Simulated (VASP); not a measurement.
Here is a VASP 6.6.1 calculation.

File INCAR:

```
SYSTEM = Se
  PREC = Accurate
  ENCUT = 520
  EDIFF = 1E-8
  ISMEAR = -1
  SIGMA = 0.02
  LREAL = .False.
  LASPH = .True.
  NELM = 60
  ALGO = Normal
  ISIF = 2
  LWAVE = .False.
  LCHARG = .False.
  GGA = PS
  LEFG = .True.
  NBANDS = 16
```

KPOINTS

```
Automatic mesh
0
Gamma
  8 8 6
  0 0 0
```

Contents of POSCAR:

```
Se
1.0
    4.3116179808      0.0000000000      0.0000000000
   -2.1558089904      3.7339707028      0.0000000000
    0.0000000000      0.0000000000      4.9494500000
Se
3
Direct
    0.2170000000      0.0000000000      0.1666666667
    0.0000000000      0.2170000000      0.8333333333
    0.7830000000      0.7830000000      0.5000000000
```

Potentials or basis: VASP PAW PBE potentials, release 64 (Se).

Run with:

```console
$ cat potpaw_PBE.64/Se/POTCAR > POTCAR
$ mpirun -np 1 vasp_std > vasp.out
```

**Question.** Predict the pressure.

**Answer.** 4.2 GPa.

**Question.** What does it give for the band gap on the k mesh?

**Answer.** 1.01 eV, indirect (least direct gap 1.06 eV).

Electric field gradients, principal values (V/Å²):
```
atom    least   middle  greatest (by size)
1 Se  141.712  331.463            -473.175
2 Se  141.712  331.463            -473.175
3 Se  141.712  331.463            -473.175
```

Caveat: the cell differs from its parent crystal (equal xx and yy strain of -1 %); without QUAD_EFG the Cq values of the log hold for a quadrupole moment of 1 mb, not for the nuclei; the PAW data sets were made with another functional, which shifts forces and pressure a little. A k mesh can miss the band edges.
